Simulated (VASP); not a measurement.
# PbSe (Fm-3m) in VASP: single point with RPBE

Aim: the single point of PbSe with RPBE.

All numbers are computed with VASP 6.6.1; they aren't measurements. Logs are shortened: lines on timing, memory, paths and dates and some standing lists are left out, and cuts for length are marked.

### 1 The cell of the first run

It takes space group Fm-3m (No. 225, cubic). The conventional cell has a = 6.154 Å, b = 6.154 Å, c = 6.154 Å, α = 90.00°, β = 90.00°, γ = 90.00°. Pb (site symmetry m-3m) has 6 Se at 3.08 Å within 4.0 Å. Se (site symmetry m-3m) has 6 Pb at 3.08 Å within 4.0 Å.

### 2 Single point, RPBE

File INCAR:

```
SYSTEM = PbSe
  PREC = Accurate
  ENCUT = 520
  EDIFF = 1E-7
  ISMEAR = 1
  SIGMA = 0.129
  LREAL = .FALSE.
  LASPH = .TRUE.
  NELM = 80
  ALGO = Normal
  ISIF = 2
  LWAVE = .FALSE.
  LCHARG = .TRUE.
  GGA = RP
  LELF = .TRUE.
  LVHAR = .TRUE.
  NBANDS = 17
```

File KPOINTS:

```
regular mesh
0
G
  7 7 7
  0 0 0
```

File POSCAR:

```
PbSe
1.0
    0.0000000000      3.0767570000      3.0767570000
    3.0767570000      0.0000000000      3.0767570000
    3.0767570000      3.0767570000      0.0000000000
Pb Se
1 1
Direct
    0.0000000000      0.0000000000      0.0000000000
    0.5000000000      0.5000000000      0.5000000000
```

Potentials or basis: VASP PAW PBE potentials, release 64 (Pb_d, Se).

Command:

```bash
$ cat potpaw_PBE.64/Pb_d/POTCAR potpaw_PBE.64/Se/POTCAR > POTCAR
$ mpirun -np 1 vasp_std > vasp.out
```

OUTCAR:

```text
SYSTEM = PbSe
   PREC = Accurate
   ENCUT = 520
   EDIFF = 1E-7
   ISMEAR = 1
   LREAL = .FALSE.
   LASPH = .TRUE.
   NELM = 80
   ISIF = 2
   GGA = RP

 ion  position               nearest neighbor table
   1  0.000  0.000  0.000-   2 3.08   2 3.08   2 3.08   2 3.08   2 3.08   2 3.08
   2  0.500  0.500  0.500-   1 3.08   1 3.08   1 3.08   1 3.08   1 3.08   1 3.08

  LATTYP: Found a face centered cubic cell.
 ALAT       =     6.1535140000

  Lattice vectors:

 A1 = (   0.0000000000,   3.0767570000,   3.0767570000)
 A2 = (   3.0767570000,   0.0000000000,   3.0767570000)
 A3 = (   3.0767570000,   3.0767570000,   0.0000000000)

Analysis of symmetry for initial positions (statically):
=====================================================================
 Subroutine PRICEL returns:
 Original cell was already a primitive cell.

 Routine SETGRP: Setting up the symmetry group for a
 face centered cubic supercell.

 Subroutine GETGRP returns: Found 48 space group operations
 (whereof 48 operations were pure point group operations)
 out of a pool of 48 trial point group operations.

The static configuration has the point symmetry O_h .

Analysis of symmetry for dynamics (positions and initial velocities):
=====================================================================
 Subroutine PRICEL returns:
 Original cell was already a primitive cell.

 Routine SETGRP: Setting up the symmetry group for a
 face centered cubic supercell.

 Subroutine GETGRP returns: Found 48 space group operations
 (whereof 48 operations were pure point group operations)
 out of a pool of 48 trial point group operations.

The dynamic configuration has the point symmetry O_h .

 Subroutine INISYM returns: Found 48 space group operations
 (whereof 48 operations are pure point group operations),
 and found     1 'primitive' translations

----------------------------------------------------------------------------------------

                                     Primitive cell

  volume of cell :      58.2518

  direct lattice vectors                    reciprocal lattice vectors
     0.000000000  3.076757000  3.076757000    -0.162508771  0.162508771  0.162508771
     3.076757000  0.000000000  3.076757000     0.162508771 -0.162508771  0.162508771
     3.076757000  3.076757000  0.000000000     0.162508771  0.162508771 -0.162508771

  length of vectors
     4.351191478  4.351191478  4.351191478     0.281473449  0.281473449  0.281473449

  position of ions in fractional coordinates (direct lattice)
     0.000000000  0.000000000  0.000000000
     0.500000000  0.500000000  0.500000000

  ion indices of the primitive-cell ions
   primitive index   ion index
                 1           1
                 2           2

----------------------------------------------------------------------------------------

 KPOINTS: regular mesh

Automatic generation of k-mesh.
 Grid dimensions read from file:
 generate k-points for:    7    7    7

 Generating k-lattice:

  Cartesian coordinates                     Fractional coordinates (reciprocal lattice)
    -0.023215539  0.023215539  0.023215539     0.142857143  0.000000000  0.000000000
     0.023215539 -0.023215539  0.023215539     0.000000000  0.142857143  0.000000000
     0.023215539  0.023215539 -0.023215539     0.000000000  0.000000000  0.142857143

  Length of vectors
     0.040210493  0.040210493  0.040210493

  Shift w.r.t. Gamma in fractional coordinates (k-lattice)
     0.000000000  0.000000000  0.000000000

 Subroutine IBZKPT returns following result:
 ===========================================

 Found     20 irreducible k-points:

 Following reciprocal coordinates:
            Coordinates               Weight
  0.000000  0.000000  0.000000      1.000000
  0.142857  0.000000  0.000000      8.000000
  0.285714  0.000000  0.000000      8.000000
  0.428571  0.000000  0.000000      8.000000
  0.142857  0.142857  0.000000      6.000000
  0.285714  0.142857  0.000000     24.000000
[... 12 lines left out ...]
 -0.428571  0.428571  0.142857     24.000000
 -0.285714  0.428571  0.142857     24.000000
   k-points           NKPTS =     20   k-points in BZ     NKDIM =     20   number of bands    NBANDS=     17
   number of dos      NEDOS =    301   number of ions     NIONS =      2
   total plane-waves  NPLWV =  32768
   dimension x,y,z NGX =    32 NGY =   32 NGZ =   32
   dimension x,y,z NGXF=    64 NGYF=   64 NGZF=   64
   ions per type =               1   1
   NGX,Y,Z   is equivalent  to a cutoff of  12.23, 12.23, 12.23 a.u.
   NGXF,Y,Z  is equivalent  to a cutoff of  24.45, 24.45, 24.45 a.u.
 SYSTEM =  PbSe
   PREC   = accura    normal or accurate (medium, high low for compatibility)
   ISTART =      0    job   : 0-new  1-cont  2-samecut
   ICHARG =      2    charge: 1-file 2-atom 10-const
   ISPIN  =      1    spin polarized calculation?
   LNONCOLLINEAR =      F non collinear calculations
   LSORBIT =      F    spin-orbit coupling
   LASPH  =      T    aspherical Exc in radial PAW
   ENCUT  =  520.0 eV  38.22 Ry    6.18 a.u.   8.09  8.09  8.09*2*pi/ulx,y,z
   NELM   =     80;   NELMIN=  2; NELMDL= -5     # of ELM steps
   EDIFF  = 0.1E-06   stopping-criterion for ELM
   LREAL  =      F    real-space projection
   EDIFFG = 0.1E-05   stopping-criterion for IOM
   NSW    =      0    number of steps for IOM
   IBRION =     -1    ionic relax: 0-MD 1-quasi-New 2-CG
   NFREE  =      0    steps in history (QN), initial steepest desc. (CG)
   ISIF   =      2    stress and relaxation
   ISYM   =      2    0-nonsym 1-usesym 2-fastsym
   POTIM  = 0.5000    time-step for ionic-motion
   TEBEG  =    0.0;   TEEND  =   0.0 temperature during run
   PSTRESS=    0.0 pullay stress
   NELECT =      20.0000    total number of electrons
   NUPDOWN=      -1.0000    fix difference up-down
   EMIN   =  10.00;   EMAX   =-10.00  energy-range for DOS
   EFERMI =   0.00;   METHOD = LEGACY
   ISMEAR =     1;   SIGMA  =   0.13  broadening in eV -4-tet -1-fermi 0-gaus
   EFERMI_NEDOS =   21; number of points for ismear=-14 and -15
   IALGO  =     38    algorithm
   IMIX   =      4    mixing-type and parameters
     AMIX     =   0.40;   BMIX     =  1.00
     AMIX_MAG =   1.60;   BMIX_MAG =  1.00
  volume/ion in A,a.u.               =      29.13       196.55
  Fermi-wavevector in a.u.,A,eV,Ry     =   1.146344  2.166276 17.879478  1.314105
  Thomas-Fermi vector in A             =   2.283029
   LORBIT       =      0    0 simple, 1 ext, 2 COOP (PROOUT), +10 PAW based schemes
   GGA     = RP    functional components
   LHFCALC =     F    Hartree Fock is set to
   AEXX    =    0.0000 exact exchange contribution
   IVDW    =     0    specifies the selected vdW correction
   LEPSILON=     F    determine dielectric tensor
   LRPA    =     F    only Hartree local field effects (RPA)
 non-spin polarized calculation
 Methfessel and Paxton  Order N= 1 SIGMA  =   0.13
  energy-cutoff  :      520.00
  volume of cell :       58.25
 maximum number of plane-waves:      1586
   NGX = 17   NGY = 17   NGZ = 17

 number of electron      19.9999995 magnetization

 Free energy of the ion-electron system (eV)
  ---------------------------------------------------
  ext. energy  EPLUGINS =         0.00000000
  ---------------------------------------------------
  free energy    TOTEN  =        -7.48604031 eV

  energy without entropy =       -7.48638021  energy(sigma->0) =       -7.48615361

 E-fermi :   4.8742     XC(G=0):  -9.3062

 val. band max:        4.7748691225   @ k =   0.4286   0.0000   0.0000
 cond. band min:       5.7042387535   @ k =   0.4286   0.0000   0.0000
 fundamental gap:      0.9293696310
 Fermi energy:         4.8742338494

 k-point     1 :       0.0000    0.0000    0.0000
  band No.  band energies     occupation
      1     -11.8875      2.00000
      2     -11.8875      2.00000
      3     -11.8875      2.00000
      4     -11.8787      2.00000
      5     -11.8787      2.00000
      6      -8.4382      2.00000
[... 9 lines left out ...]
     16      11.5883      0.00000
     17      13.3760      0.00000

 k-point     2 :       0.1429    0.0000    0.0000
  band No.  band energies     occupation
      1     -11.8869      2.00000
      2     -11.8864      2.00000
      3     -11.8864      2.00000
      4     -11.8785      2.00000
      5     -11.8785      2.00000
      6      -8.2891      2.00000
[... 9 lines left out ...]
     16      12.0172      0.00000
     17      14.6275      0.00000

 k-point     3 :       0.2857    0.0000    0.0000
  band No.  band energies     occupation
      1     -11.8943      2.00000
      2     -11.8943      2.00000
      3     -11.8855      2.00000
      4     -11.8672      2.00000
      5     -11.8672      2.00000
      6      -7.8953      2.00000
[... 9 lines left out ...]
     16      13.1031      0.00000
     17      16.7020      0.00000

 k-point     4 :       0.4286    0.0000    0.0000
  band No.  band energies     occupation
      1     -11.9017      2.00000
      2     -11.9017      2.00000
      3     -11.8846      2.00000
      4     -11.8571      2.00000
      5     -11.8571      2.00000
      6      -7.4824      2.00000
[... 9 lines left out ...]
     16      14.6614      0.00000
     17      15.7995      0.00000

 k-point     5 :       0.1429    0.1429    0.0000
  band No.  band energies     occupation
      1     -11.8911      2.00000
      2     -11.8907      2.00000
      3     -11.8802      2.00000
      4     -11.8802      2.00000
      5     -11.8755      2.00000
      6      -8.2370      2.00000
[... 9 lines left out ...]
     16      12.8088      0.00000
     17      13.8810      0.00000

 k-point     6 :       0.2857    0.1429    0.0000
  band No.  band energies     occupation
      1     -11.9061      2.00000
      2     -11.8902      2.00000
      3     -11.8824      2.00000
      4     -11.8723      2.00000
      5     -11.8650      2.00000
      6      -7.9186      2.00000
[... 9 lines left out ...]
     16      13.8677      0.00000
     17      15.4308      0.00000

 k-point     7 :       0.4286    0.1429    0.0000
  band No.  band energies     occupation
      1     -11.9161      2.00000
      2     -11.8908      2.00000
      3     -11.8846      2.00000
      4     -11.8656      2.00000
      5     -11.8555      2.00000
      6      -7.4936      2.00000
[... 9 lines left out ...]
     16      15.2594      0.00000
     17      15.9070      0.00000

 k-point     8 :      -0.4286    0.1429    0.0000
  band No.  band energies     occupation
      1     -11.9145      2.00000
      2     -11.8965      2.00000
      3     -11.8808      2.00000
      4     -11.8621      2.00000
      5     -11.8566      2.00000
      6      -7.3311      2.00000
[... 9 lines left out ...]
     16      14.5543      0.00000
     17      16.2062      0.00000
[... 123 lines left out ...]
      1     -11.9846      2.00000
      2     -11.9031      2.00000
      3     -11.8621      2.00000
      4     -11.8487      2.00000
      5     -11.8487      2.00000
      6      -7.1558      2.00000
[... 9 lines left out ...]
     16      16.3241      0.00000
     17      17.4513      0.00000

 k-point    16 :      -0.4286    0.4286    0.0000
  band No.  band energies     occupation
      1     -11.9820      2.00000
      2     -11.8987      2.00000
      3     -11.8663      2.00000
      4     -11.8506      2.00000
      5     -11.8484      2.00000
      6      -7.0603      2.00000
[... 9 lines left out ...]
     16      16.3608      0.00000
     17      16.9952      0.00000

 k-point    17 :       0.4286    0.2857    0.1429
  band No.  band energies     occupation
      1     -11.9241      2.00000
      2     -11.8892      2.00000
      3     -11.8829      2.00000
      4     -11.8636      2.00000
      5     -11.8608      2.00000
      6      -7.5749      2.00000
[... 9 lines left out ...]
     16      14.9380      0.00000
     17      15.6621      0.00000

 k-point    18 :      -0.4286    0.2857    0.1429
  band No.  band energies     occupation
      1     -11.9350      2.00000
      2     -11.8879      2.00000
      3     -11.8796      2.00000
      4     -11.8666      2.00000
      5     -11.8546      2.00000
      6      -7.2425      2.00000
[... 9 lines left out ...]
     16      15.4356      0.00000
     17      16.4539      0.00000

 k-point    19 :      -0.4286    0.4286    0.1429
  band No.  band energies     occupation
      1     -11.9670      2.00000
      2     -11.8930      2.00000
      3     -11.8729      2.00000
      4     -11.8576      2.00000
      5     -11.8488      2.00000
      6      -7.1198      2.00000
[... 9 lines left out ...]
     16      16.3287      0.00000
     17      17.1615      0.00000

 k-point    20 :      -0.2857    0.4286    0.1429
  band No.  band energies     occupation
      1     -11.9566      2.00000
      2     -11.8827      2.00000
      3     -11.8776      2.00000
      4     -11.8696      2.00000
      5     -11.8489      2.00000
      6      -7.0674      2.00000
[... 9 lines left out ...]
     16      16.5949      0.00000
     17      17.0074      0.00000

------------------------ aborting loop because EDIFF is reached ----------------------------------------

  FORCE on cell =-STRESS in cart. coord.  units (eV):
  Direction    XX          YY          ZZ          XY          YZ          ZX
  --------------------------------------------------------------------------------------
  -------------------------------------------------------------------------------------
  Total        1.1886186      1.1886186      1.1886186      0.0000000      0.0000000     -0.0000000
  in kB       32.6921513     32.6921513     32.6921513      0.0000000      0.0000000     -0.0000000
  external PRESSURE =      32.6921513 kB  Pullay stress =       0.0000000 kB

 VOLUME and BASIS-vectors are now :
 -----------------------------------------------------------------------------
  energy-cutoff  :      520.00
  volume of cell :       58.25
      direct lattice vectors                 reciprocal lattice vectors
     0.000000000  3.076757000  3.076757000    -0.162508771  0.162508771  0.162508771
     3.076757000  0.000000000  3.076757000     0.162508771 -0.162508771  0.162508771
     3.076757000  3.076757000  0.000000000     0.162508771  0.162508771 -0.162508771

 POSITION                                       TOTAL-FORCE (eV/Angst)
 -----------------------------------------------------------------------------------
      0.00000      0.00000      0.00000         0.000000     -0.000000     -0.000000
      3.07676      3.07676      3.07676        -0.000000      0.000000      0.000000
 -----------------------------------------------------------------------------------
    total drift:                                0.000000     -0.000000     -0.000000

  FREE ENERGIE OF THE ION-ELECTRON SYSTEM (eV)
  ---------------------------------------------------
  free  energy   TOTEN  =        -7.4860403134 eV

  energy  without entropy=       -7.4863802101  energy(sigma->0) =       -7.48615361
```

It took 21 s on 1 thread of Intel Xeon 6975P-C, shared host; peak memory 0.18 GiB.

Results:

```yaml
Free_energy: -7.4860 eV
Pressure: 3.3 GPa
```

Caveat: this odd mesh misses L, where the gap lies, so gap, dielectric constants and Born charges aren't listed; the PAW data sets were made with another functional, which shifts forces and pressure a little; spin-orbit coupling is left out, which moves the levels of the heavy elements.
